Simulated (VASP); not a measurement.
Set up this calculation in VASP 6.6.1, as the native input.

* Task: single point
* Functional: PBE
* Potentials or basis: VASP PAW PBE potentials, release 64 (In_d, Sb)
* Cutoff: 500 eV
* k mesh: 4 × 4 × 4
* Occupations: fermi-dirac, width 0.025852 eV
* Spin: no spin polarisation
* Dipole correction: no
* Further INCAR settings: ALGO = Normal; EDIFF = 1e-06; NBANDS = 22

The structure of InSb3 lies in POSCAR:

```
InSb3
1.0
    0.0000000000      3.7945550000      3.7945550000
    3.7945550000      0.0000000000      3.7945550000
    3.7945550000      3.7945550000      0.0000000000
In Sb
1 3
Direct
    0.0000000000      0.0000000000      0.0000000000
    0.2500000000      0.2500000000      0.2500000000
    0.7500000000      0.7500000000      0.7500000000
    0.5000000000      0.5000000000      0.5000000000
```

One way to write it, as run:

INCAR

```
PREC = Accurate ; ENCUT = 500
EDIFF = 1E-6 ; ISMEAR = -1
SIGMA = 0.025851999786435532 ; LREAL = False
LASPH = True ; NELM = 120
ALGO = Normal ; ISIF = 2
LWAVE = False ; LCHARG = True
GGA = PE ; LELF = True
LVHAR = True ; NBANDS = 22
GGA_COMPAT = False
```

KPOINTS

```
Automatic mesh
0
Gamma
  4 4 4
```

Potentials or basis: VASP PAW PBE potentials, release 64 (In_d, Sb).

The run is started by

```console
$ cat potpaw_PBE.64/In_d/POTCAR potpaw_PBE.64/Sb/POTCAR > POTCAR
$ mpirun -np 1 vasp_std > vasp.out
```

Results of the run:

The pressure is -1.4 GPa. The band gap on the k mesh is zero (band 14 reaches 9.12 eV, above the bottom of band 15 at 5.66 eV).

Caveat: spin-orbit coupling is left out, which moves the levels of the heavy elements.

It took 13 s on 1 thread of Intel(R) Xeon(R) 6975P-C (Granite Rapids), with other jobs on the host, peak memory 0.24 GiB.
